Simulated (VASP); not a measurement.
Runs of VASP 6.6.1 on SrCo3. The structure is that of space group Pm-3m (No. 221), or close to it. The cells are those of the table. 

| cell | gap on the mesh (eV) | pressure (GPa) | moment (μB) |
| --- | --- | --- | --- |
| a = 4.060 Å, 4 atoms | none | (b) | 4.17 |
| a = 4.098 Å, 4 atoms | none | -4.1 | (a) |
| a = 4.033 Å, 4 atoms | none | -1.1 | 4.17 |
| a = 4.136 Å, 4 atoms | none | -5.6 | 4.20 |

Alike in all rows: task single point; level PBE; potentials or basis VASP PAW PBE potentials, release 64 (Sr_sv, Co); spin collinear, ferromagnetic start; k mesh 8 × 8 × 8; cutoff (eV) 520; smearing gaussian 0.05 eV.

Question: Estimate the missing entries.

Answer: (a) 4.18; (b) -2.4.

A k mesh can miss the band edges, and the runs leave out spin-orbit coupling on Sr.

A gap of «none» marks levels without a gap at the run's occupations.
